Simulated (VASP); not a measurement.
# TePb (P-1) in VASP: notebook

TePb is run at these levels: BLYP, r2SCAN+D4; tasks: single point.

Everything below comes from runs of VASP 6.6.1. Logs are shortened: lines on timing, memory, paths and dates and some standing lists are left out, and cuts for length are marked.

**1. The cell of the first run**

The typed cell holds 2 atoms: a = 4.728 Å, b = 4.647 Å, c = 4.611 Å, α = 60.65°, β = 59.60°, γ = 59.54°.

**2. Single point, BLYP (35.75 Å³/atom)**

Contents of INCAR:

```
SYSTEM = TePb
AGGAC = 1.0
AGGAX = 1.0
ALDAC = 0.0
ALDAX = 1.0
ALGO = Normal
EDIFF = 1E-6
ENCUT = 520
GGA = B5
ISIF = 2
ISMEAR = -1
LASPH = .TRUE.
LCHARG = .TRUE.
LELF = .TRUE.
LREAL = .FALSE.
LVHAR = .TRUE.
LWAVE = .FALSE.
NBANDS = 17
NELM = 100
PREC = Accurate
SIGMA = 0.05
```

Contents of KPOINTS:

```
k-points
0
G
  7 7 7
  0 0 0
```

Contents of POSCAR:

```
TePb
1.0
    4.7281561763      0.0000000000      0.0000000000
    2.3559739337      4.0058535310      0.0000000000
    2.3333664522      1.2496796519      3.7753723225
Pb Te
1 1
Direct
    0.0000000000      0.0000000000      0.0000000000
    0.5000000000      0.5000000000      0.5000000000
```

Potentials or basis: VASP PAW PBE potentials, release 64 (Pb_d, Te).

The run is started by

```bash
$ cat potpaw_PBE.64/Pb_d/POTCAR potpaw_PBE.64/Te/POTCAR > POTCAR
$ mpirun -np 1 vasp_std > vasp.out
```

OUTCAR:

```text
SYSTEM = TePb
   EDIFF = 1E-6
   ENCUT = 520
   GGA = B5
   ISIF = 2
   ISMEAR = -1
   LASPH = .TRUE.
   LREAL = .FALSE.
   NELM = 100
   PREC = Accurate

 ion  position               nearest neighbor table
   1  0.000  0.000  0.000-   2 3.24   2 3.24   2 3.32   2 3.32   2 3.33   2 3.33
   2  0.500  0.500  0.500-   1 3.24   1 3.24   1 3.32   1 3.32   1 3.33   1 3.33

  Warning from LATTYP: Got some problem with cell dimensions!
  Tried to take original basis but could not verify dimensions!
  LATTYP: Found a triclinic cell.
 ALAT       =     4.6744456060
 B/A-ratio  =     0.9959568826
 C/A-ratio  =     0.9863903318
 COS(alpha) =     0.0246500847
 COS(beta)  =     0.4990636130
 COS(gamma) =     0.5048777875

  Lattice vectors:

 A1 = (  -0.0226074815,  -2.7561738791,   3.7753723225)
 A2 = (   2.3721822426,  -4.0058535310,   0.0000000000)
 A3 = (   2.3333664522,   1.2496796519,   3.7753723225)

Analysis of symmetry for initial positions (statically):
=====================================================================
 Subroutine PRICEL returns:
 Original cell was already a primitive cell.

 Routine SETGRP: Setting up the symmetry group for a
 triclinic supercell.

 Subroutine GETGRP returns: Found  2 space group operations
 (whereof  2 operations were pure point group operations)
 out of a pool of  2 trial point group operations.

The static configuration has the point symmetry S_2 .

Analysis of symmetry for dynamics (positions and initial velocities):
=====================================================================
 Subroutine PRICEL returns:
 Original cell was already a primitive cell.

 Routine SETGRP: Setting up the symmetry group for a
 triclinic supercell.

 Subroutine GETGRP returns: Found  2 space group operations
 (whereof  2 operations were pure point group operations)
 out of a pool of  2 trial point group operations.

The dynamic configuration has the point symmetry S_2 .

 Subroutine INISYM returns: Found  2 space group operations
 (whereof  2 operations are pure point group operations),
 and found     1 'primitive' translations

----------------------------------------------------------------------------------------

                                     Primitive cell

  volume of cell :      71.5067

  direct lattice vectors                    reciprocal lattice vectors
     4.728156176  0.000000000  0.000000000     0.211498936 -0.124389466 -0.089542834
     2.355973934  4.005853531  0.000000000     0.000000000  0.249634689 -0.082631159
     2.333366452  1.249679652  3.775372322     0.000000000  0.000000000  0.264874538

  length of vectors
     4.728156176  4.647308435  4.610827952     0.261194292  0.262955103  0.264874538

  position of ions in fractional coordinates (direct lattice)
     0.000000000  0.000000000  0.000000000
     0.500000000  0.500000000  0.500000000

  ion indices of the primitive-cell ions
   primitive index   ion index
                 1           1
                 2           2

----------------------------------------------------------------------------------------

 KPOINTS: k-points

Automatic generation of k-mesh.
 Grid dimensions read from file:
 generate k-points for:    7    7    7

 Generating k-lattice:

  Cartesian coordinates                     Fractional coordinates (reciprocal lattice)
     0.030214134 -0.017769924 -0.012791833     0.142857143  0.000000000  0.000000000
     0.000000000  0.035662098 -0.011804451     0.000000000  0.142857143 -0.000000000
     0.000000000  0.000000000  0.037839220     0.000000000  0.000000000  0.142857143

  Length of vectors
     0.037313470  0.037565015  0.037839220

  Shift w.r.t. Gamma in fractional coordinates (k-lattice)
     0.000000000  0.000000000  0.000000000

 Subroutine IBZKPT returns following result:
 ===========================================

 Found    172 irreducible k-points:

 Following reciprocal coordinates:
            Coordinates               Weight
  0.000000  0.000000  0.000000      1.000000
  0.142857  0.000000 -0.000000      2.000000
  0.285714  0.000000 -0.000000      2.000000
  0.428571  0.000000  0.000000      2.000000
  0.000000  0.142857 -0.000000      2.000000
  0.142857  0.142857  0.000000      2.000000
[... 16 lines left out ...]
 -0.428571  0.428571  0.000000      2.000000
 -0.285714  0.428571  0.000000      2.000000
 [... further k-points ...]
   k-points           NKPTS =    172   k-points in BZ     NKDIM =    172   number of bands    NBANDS=     17
   number of dos      NEDOS =    301   number of ions     NIONS =      2
   total plane-waves  NPLWV =  46656
   dimension x,y,z NGX =    36 NGY =   36 NGZ =   36
   dimension x,y,z NGXF=    72 NGYF=   72 NGZF=   72
   ions per type =               1   1
   NGX,Y,Z   is equivalent  to a cutoff of  12.66, 12.88, 12.98 a.u.
   NGXF,Y,Z  is equivalent  to a cutoff of  25.32, 25.76, 25.96 a.u.
 SYSTEM =  TePb
   PREC   = accura    normal or accurate (medium, high low for compatibility)
   ISTART =      0    job   : 0-new  1-cont  2-samecut
   ICHARG =      2    charge: 1-file 2-atom 10-const
   ISPIN  =      1    spin polarized calculation?
   LNONCOLLINEAR =      F non collinear calculations
   LSORBIT =      F    spin-orbit coupling
   LASPH  =      T    aspherical Exc in radial PAW
   ENCUT  =  520.0 eV  38.22 Ry    6.18 a.u.   8.79  8.64  8.57*2*pi/ulx,y,z
   NELM   =    100;   NELMIN=  2; NELMDL= -5     # of ELM steps
   EDIFF  = 0.1E-05   stopping-criterion for ELM
   LREAL  =      F    real-space projection
   EDIFFG = 0.1E-04   stopping-criterion for IOM
   NSW    =      0    number of steps for IOM
   IBRION =     -1    ionic relax: 0-MD 1-quasi-New 2-CG
   NFREE  =      0    steps in history (QN), initial steepest desc. (CG)
   ISIF   =      2    stress and relaxation
   ISYM   =      2    0-nonsym 1-usesym 2-fastsym
   POTIM  = 0.5000    time-step for ionic-motion
   TEBEG  =    0.0;   TEEND  =   0.0 temperature during run
   PSTRESS=    0.0 pullay stress
   NELECT =      20.0000    total number of electrons
   NUPDOWN=      -1.0000    fix difference up-down
   EMIN   =  10.00;   EMAX   =-10.00  energy-range for DOS
   EFERMI =   0.00;   METHOD = LEGACY
   ISMEAR =    -1;   SIGMA  =   0.05  broadening in eV -4-tet -1-fermi 0-gaus
   EFERMI_NEDOS =   21; number of points for ismear=-14 and -15
   IALGO  =     38    algorithm
   IMIX   =      4    mixing-type and parameters
     AMIX     =   0.40;   BMIX     =  1.00
     AMIX_MAG =   1.60;   BMIX_MAG =  1.00
  volume/ion in A,a.u.               =      35.75       241.28
  Fermi-wavevector in a.u.,A,eV,Ry     =   1.070621  2.023181 15.595410  1.146230
  Thomas-Fermi vector in A             =   2.206337
   LORBIT       =      0    0 simple, 1 ext, 2 COOP (PROOUT), +10 PAW based schemes
   GGA     = B5    functional components
   LHFCALC =     F    Hartree Fock is set to
   AEXX    =    0.0000 exact exchange contribution
   IVDW    =     0    specifies the selected vdW correction
   LEPSILON=     F    determine dielectric tensor
   LRPA    =     F    only Hartree local field effects (RPA)
 non-spin polarized calculation
  energy-cutoff  :      520.00
  volume of cell :       71.51
 maximum number of plane-waves:      1940
   NGX = 17   NGY = 17   NGZ = 17

 number of electron      19.9999998 magnetization

 Free energy of the ion-electron system (eV)
  ---------------------------------------------------
  ext. energy  EPLUGINS =         0.00000000
  ---------------------------------------------------
  free energy    TOTEN  =        -6.34079835 eV

  energy without entropy =       -6.34079677  energy(sigma->0) =       -6.34079756

 E-fermi :   5.8470     XC(G=0):  -8.4503

 val. band max:        5.3066851983   @ k =   0.4286   0.0000   0.0000
 cond. band min:       6.3326572212   @ k =   0.0000   0.0000   0.4286
 fundamental gap:      1.0259720229
 Fermi energy:         5.8470076713

 k-point     1 :       0.0000    0.0000    0.0000
  band No.  band energies     occupation
      1     -11.3118      2.00000
      2     -11.3027      2.00000
      3     -11.2993      2.00000
      4     -11.2938      2.00000
      5     -11.2919      2.00000
      6      -6.2288      2.00000
[... 9 lines left out ...]
     16      11.6002      0.00000
     17      12.9250      0.00000

 k-point     2 :       0.1429    0.0000   -0.0000
  band No.  band energies     occupation
      1     -11.3131      2.00000
      2     -11.3042      2.00000
      3     -11.2988      2.00000
      4     -11.2920      2.00000
      5     -11.2902      2.00000
      6      -6.0712      2.00000
[... 9 lines left out ...]
     16      11.9006      0.00000
     17      13.9522      0.00000

 k-point     3 :       0.2857    0.0000   -0.0000
  band No.  band energies     occupation
      1     -11.3167      2.00000
      2     -11.3091      2.00000
      3     -11.2969      2.00000
      4     -11.2876      2.00000
      5     -11.2852      2.00000
      6      -5.6283      2.00000
[... 9 lines left out ...]
     16      12.8599      0.00000
     17      15.8406      0.00000

 k-point     4 :       0.4286    0.0000    0.0000
  band No.  band energies     occupation
      1     -11.3199      2.00000
      2     -11.3133      2.00000
      3     -11.2956      2.00000
      4     -11.2838      2.00000
      5     -11.2805      2.00000
      6      -5.0745      2.00000
[... 9 lines left out ...]
     16      14.3016      0.00000
     17      15.2894      0.00000
[... 343 lines left out ...]
      1     -11.3504      2.00000
      2     -11.2988      2.00000
      3     -11.2945      2.00000
      4     -11.2855      2.00000
      5     -11.2734      2.00000
      6      -4.9273      2.00000
[... 9 lines left out ...]
     16      15.6927      0.00000
     17      16.5672      0.00000

 k-point    23 :      -0.4286    0.4286    0.0000
  band No.  band energies     occupation
      1     -11.3489      2.00000
      2     -11.2969      2.00000
      3     -11.2965      2.00000
      4     -11.2858      2.00000
      5     -11.2738      2.00000
      6      -4.7798      2.00000
[... 9 lines left out ...]
     16      15.7736      0.00000
     17      16.1028      0.00000

 k-point    24 :      -0.2857    0.4286    0.0000
  band No.  band energies     occupation
      1     -11.3369      2.00000
      2     -11.3038      2.00000
      3     -11.2910      2.00000
      4     -11.2887      2.00000
      5     -11.2779      2.00000
      6      -4.7587      2.00000
[... 9 lines left out ...]
     16      14.6747      0.00000
     17      16.1876      0.00000

 [... further k-points ...]

------------------------ aborting loop because EDIFF is reached ----------------------------------------

  FORCE on cell =-STRESS in cart. coord.  units (eV):
  Direction    XX          YY          ZZ          XY          YZ          ZX
  --------------------------------------------------------------------------------------
  -------------------------------------------------------------------------------------
  Total        0.6883793      1.5982498      1.3039446     -0.0308916      0.6022696      0.1021250
  in kB       15.4238121     35.8103518     29.2161537     -0.6921571     13.4944396      2.2882109
  external PRESSURE =      26.8167725 kB  Pullay stress =       0.0000000 kB

 VOLUME and BASIS-vectors are now :
 -----------------------------------------------------------------------------
  energy-cutoff  :      520.00
  volume of cell :       71.51
      direct lattice vectors                 reciprocal lattice vectors
     4.728156176  0.000000000  0.000000000     0.211498936 -0.124389466 -0.089542834
     2.355973934  4.005853531  0.000000000     0.000000000  0.249634689 -0.082631159
     2.333366452  1.249679652  3.775372322     0.000000000  0.000000000  0.264874538

 POSITION                                       TOTAL-FORCE (eV/Angst)
 -----------------------------------------------------------------------------------
      0.00000      0.00000      0.00000         0.000000     -0.000000      0.000000
      4.70875      2.62777      1.88769        -0.000000      0.000000      0.000000
 -----------------------------------------------------------------------------------
    total drift:                                0.000000     -0.000000     -0.000000

  FREE ENERGIE OF THE ION-ELECTRON SYSTEM (eV)
  ---------------------------------------------------
  free  energy   TOTEN  =        -6.3407983512 eV

  energy  without entropy=       -6.3407967709  energy(sigma->0) =       -6.34079756
```

Wall time 4 min (1 thread of Intel Xeon 8259CL, shared host); peak memory 0.36 GiB.

What came out:

* Free energy: -6.3408 eV
* Pressure: 2.7 GPa
* Band gap on the k mesh: 1.03 eV (least direct gap 1.08 eV)

Caveat: the PAW data sets were made with another functional, which shifts forces and pressure a little; spin-orbit coupling is left out, which moves the levels of the heavy elements; an odd mesh through Γ misses points on the zone boundary, where band edges can lie.

**3. Single point, r2SCAN+D4, collinear spin**

This run uses another cell than the first one, of 33.73 Å³/atom.

Contents of POSCAR:

```
TePb
1.0
   -0.0474330000      3.2929380000      3.1532010000
    3.2550580000      0.0157210000      3.0900460000
    3.2884710000      3.2631960000     -0.0176920000
Pb Te
1 1
Direct
    0.0000000000      0.0000000000      0.0000000000
    0.5000000000      0.5000000000      0.5000000000
```

Contents of INCAR.step1:

```
ALGO = Normal ; EDIFF = 1E-4
ENCUT = 520 ; GGA = PE
ISMEAR = 0 ; ISPIN = 2
LASPH = T ; LCHARG = F
LREAL = F ; LWAVE = T
MAGMOM = 0.5 0 ; NBANDS = 21
NELM = 150 ; PREC = Accurate
SIGMA = 0.025
```

Contents of INCAR.step2:

```
ALGO = Normal ; EDIFF = 1E-6
ENCUT = 520 ; ISIF = 2
ISMEAR = 0 ; ISPIN = 2
ISTART = 1 ; IVDW = 13
LASPH = T ; LCHARG = F
LMIXTAU = T ; LORBIT = 11
LREAL = F ; LWAVE = F
MAGMOM = 0.5 0 ; METAGGA = R2SCAN
NBANDS = 21 ; NELM = 150
PREC = Accurate ; SIGMA = 0.025
VDW_A1 = 0.51559235 ; VDW_A2 = 5.77342911
VDW_S6 = 1.0 ; VDW_S8 = 0.6018749
```

Contents of KPOINTS:

```
k-points
0
Gamma
  5 5 5
```

Potentials or basis: VASP PAW PBE potentials, release 64 (Pb_d, Te).

The run is started by

```bash
$ cat potpaw_PBE.64/Pb_d/POTCAR potpaw_PBE.64/Te/POTCAR > POTCAR
$ cp INCAR.step1 INCAR
$ mpirun -np 1 vasp_std > vasp.out
$ cp INCAR.step2 INCAR
$ mpirun -np 1 vasp_std > vasp.out
```

It took 6.6 min on 1 thread of Intel Xeon Platinum 8124M at 3.00GHz (Skylake/Cascade Lake), shared host; peak memory 0.35 GiB.

The run converged. Its results:

```yaml
Free_energy: -82.9365 eV
Pressure: 1.3 GPa
Band_gap_on_the_k_mesh: 1.09 eV (least direct gap 1.26 eV)
Net_moment: 0.00 μB per cell
Valence_electrons_inside_the_program's_atomic_spheres: Pb 11.85; Te 3.45
Dispersion_energy_per_atom: -0.144 eV
```

Stress tensor (GPa, compression positive):
```
-1.25  0.07  0.37
 0.07 -0.45 -0.21
 0.37 -0.21  5.61
```

Levels at points of the mesh, in eV from the valence-band top:
Spin up:
```tsv
k point	band 7	band 8	band 9	band 10	band 11	band 12	band 13	band 14
(0.00, 0.00, 0.00)	-5.65	-1.90	-1.39	-1.30	3.87	4.03	5.13	5.96
```
Spin down:
```tsv
k point	band 7	band 8	band 9	band 10	band 11	band 12	band 13	band 14
(0.00, 0.00, 0.00)	-5.65	-1.90	-1.39	-1.30	3.87	4.03	5.13	5.96
```

Caveat: the PAW data sets were made with another functional, which shifts forces and pressure a little; spin-orbit coupling is left out, which moves the levels of the heavy elements; an odd mesh through Γ misses points on the zone boundary, where band edges can lie.
